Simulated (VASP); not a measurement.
A run of VASP 6.6.1:

File POSCAR:

```
Cu3Pt
1.0
    3.8025472715      0.0000000000      0.0000000000
    0.0000000000      3.8025472715      0.0000000000
    0.0000000000      0.0000000000      3.8025472715
Cu Pt
3 1
Direct
    0.0000000000      0.5000000000      0.5000000000
    0.5000000000      0.0000000000      0.5000000000
    0.5000000000      0.5000000000      0.0000000000
    0.0000000000      0.0000000000      0.0000000000
```

Contents of INCAR.step1:

```
SYSTEM = Cu3Pt
  PREC = Accurate
  ENCUT = 520
  ISMEAR = 0
  SIGMA = 0.1
  LREAL = .False.
  LASPH = .True.
  NELM = 80
  NBANDS = 30
  GGA = PE
  ALGO = Normal
  EDIFF = 1E-4
  LWAVE = .True.
  LCHARG = .False.
```

The input INCAR.step2:

```
SYSTEM = Cu3Pt
  PREC = Accurate
  ENCUT = 520
  EDIFF = 1E-6
  ISMEAR = 0
  SIGMA = 0.1
  LREAL = .False.
  LASPH = .True.
  NELM = 80
  ALGO = Normal
  ISIF = 2
  LWAVE = .False.
  LCHARG = .False.
  METAGGA = R2SCAN
  LMIXTAU = .True.
  NBANDS = 30
  ISTART = 1
```

Contents of KPOINTS:

```
regular mesh
0
Gamma
  12 12 12
  0 0 0
```

Potentials or basis: VASP PAW PBE potentials, release 64 (Cu, Pt).

Run with:

```bash
$ cat potpaw_PBE.64/Cu/POTCAR potpaw_PBE.64/Pt/POTCAR > POTCAR
$ cp INCAR.step1 INCAR
$ mpirun -np 1 vasp_std > vasp.out
$ cp INCAR.step2 INCAR
$ mpirun -np 1 vasp_std > vasp.out
```

Hardware: 1 thread of AMD EPYC 9R45 96-Core Processor (Zen 5) (shared host).

Problem. How long does it take, and how much memory?

Solution. Wall time 3.3 min on 1 thread of AMD EPYC 9R45 96-Core Processor (Zen 5), with other jobs on the host, peak memory 0.23 GiB. Counts: k points 84.
